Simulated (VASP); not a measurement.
NaCl:

```
Na Cl
1.0
    -0.08541    3.00186    3.00186
     3.00186   -0.08541    3.00186
     3.00186    3.00186   -0.08541
Na Cl
1 1
Direct
  0.99636 0.99636 0.99636
  0.25364 0.25364 0.25364
```

This cell differs from its parent crystal: strain along [111] -4.2%.

Base run:

```yaml
Program: VASP 6.6.1
Functional: r2SCAN
Potentials_or_basis: VASP PAW PBE potentials, release 64 (Na_pv, Cl)
Cutoff: 520 eV
k_mesh: 8 × 8 × 8
Occupations: gaussian, width 0.01 eV
Spin: no spin polarisation
```

Its results: band gap on the k mesh 5.58 eV; pressure 0.7 GPa; largest force 0.008 eV/Å.

Problem. The run is repeated on the same cell with these changes: functional from r2SCAN to PBE; occupations from gaussian, width 0.01 eV to fermi-dirac, width 0.02 eV. What comes out?

Solution. Band gap on the k mesh 4.96 eV; pressure 1.6 GPa; largest force 0.004 eV/Å.

Caveats: the PAW data sets were made with another functional, which shifts forces and pressure a little (at least some runs).

A k mesh can miss the band edges.
